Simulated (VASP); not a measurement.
A run of VASP 6.6.1:

The input INCAR:

```
PREC = Accurate ; ENCUT = 520
EDIFF = 1E-6 ; ISMEAR = 0
SIGMA = 0.1 ; LREAL = F
LASPH = T ; NELM = 150
ALGO = Normal ; ISIF = 2
LWAVE = F ; LCHARG = T
ISPIN = 2 ; MAGMOM = 0 0 1 1 0
LORBIT = 11 ; LMAXMIX = 4
GGA = PE ; LELF = T
LVHAR = T ; NBANDS = 28
```

Contents of KPOINTS:

```
regular mesh
0
Gamma
  6 6 2
```

POSCAR

```
B2Pt2Cl
1.0
    3.3020419600      0.0000000000      0.0000000000
    0.0000000000      3.3020419600      0.0000000000
    0.0000000000      0.0000000000      7.5697714400
B Pt Cl
2 2 1
Direct
    0.5000000000      0.0000000000      0.3790750500
    0.0000000000      0.5000000000      0.3790750500
    0.5000000000      0.0000000000      0.6185500900
    0.0000000000      0.5000000000      0.6185500900
    0.0000000000      0.0000000000      0.6781538000
```

Potentials or basis: VASP PAW PBE potentials, release 64 (B, Pt, Cl).

Command:

```console
$ cat potpaw_PBE.64/B/POTCAR potpaw_PBE.64/Pt/POTCAR potpaw_PBE.64/Cl/POTCAR > POTCAR
$ mpirun -np 1 vasp_std > vasp.out
```

Hardware: 1 thread of Intel(R) Xeon(R) 6975P-C (Granite Rapids) (shared host).

Problem. Estimate the wall time of this run.

Solution. It took 53 s on 1 thread of Intel(R) Xeon(R) 6975P-C (Granite Rapids), with other jobs on the host, peak memory 0.27 GiB. Counts: scf iterations 17, k points 20.
